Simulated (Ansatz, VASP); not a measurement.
# One calculation of ZnO, two programs

```
CELL_PARAMETERS angstrom
3.27083 0.00000 0.00000
-1.63541 2.83262 0.00000
0.00000 0.00000 5.24018
ATOMIC_POSITIONS crystal
Zn 0.66667 0.33333 0.00000
Zn 0.33333 0.66667 0.50000
O 0.33333 0.66667 0.87901
O 0.66667 0.33333 0.37901
```

Alike in both runs: task single point; functional PBE; dispersion D3(BJ); k mesh 9 × 9 × 5; occupations fermi-dirac, width 0.05 eV; no spin polarisation.

|  | VASP | Ansatz |
| --- | --- | --- |
| version | VASP 6.6.1 | Ansatz 0.2.0 |
| potentials or method | VASP PAW PBE potentials, release 64 (Zn, O) | Ansatz PAW |
| plane-wave cutoff (eV) | 520 | 420 |
| valence electrons in the cell | 36 | 36 |

|  | VASP | Ansatz | Ansatz less VASP |
| --- | --- | --- | --- |
| gap on the k mesh at the Fermi level (eV) | 0.76 | 0.78 | +0.016 |
| least direct gap on the mesh (eV) | 0.76 | 0.78 | +0.016 |
| pressure (GPa) | 0.1 | -0.9 | -0.98 |
| traceless stress, the component that is largest in VASP (GPa) | 1.15 | 1.11 | -0.041 |
| rms of the force components (eV/Å) | 0.038 | 0.035 | -0.0023 |

Atom by atom the forces differ by 0.002 eV/Å (rms over components).

Noted on Ansatz's run: odd divisions of the mesh miss points on the zone boundary, where band edges often lie, so the gap on the mesh can be too wide.
